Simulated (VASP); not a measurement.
AlAs:

```
Al As
1.0
     0.00000    2.83040    2.83040
     2.83040    0.00000    2.83040
     2.83040    2.83040    0.00000
Al As
1 1
Direct
  0.00000 0.00000 0.00000
  0.25000 0.25000 0.25000
```

Base run:

```yaml
Program: VASP 6.6.1
Functional: PBE
Potentials_or_basis: VASP PAW PBE potentials, release 64 (Al, As)
Cutoff: 500 eV
k_mesh: 7 × 7 × 7
Occupations: gaussian, width 0.02 eV
Spin: no spin polarisation
```

Its results: band gap on the k mesh 1.54 eV, indirect (least direct gap 2.06 eV); pressure 2.8 GPa.

Problem. The run is repeated on the same cell with these changes: k mesh from 7 × 7 × 7 to 5 × 5 × 5. What comes out?

Solution. Band gap on the k mesh 1.64 eV, indirect (least direct gap 2.06 eV); pressure 2.8 GPa.

A k mesh can miss the band edges.
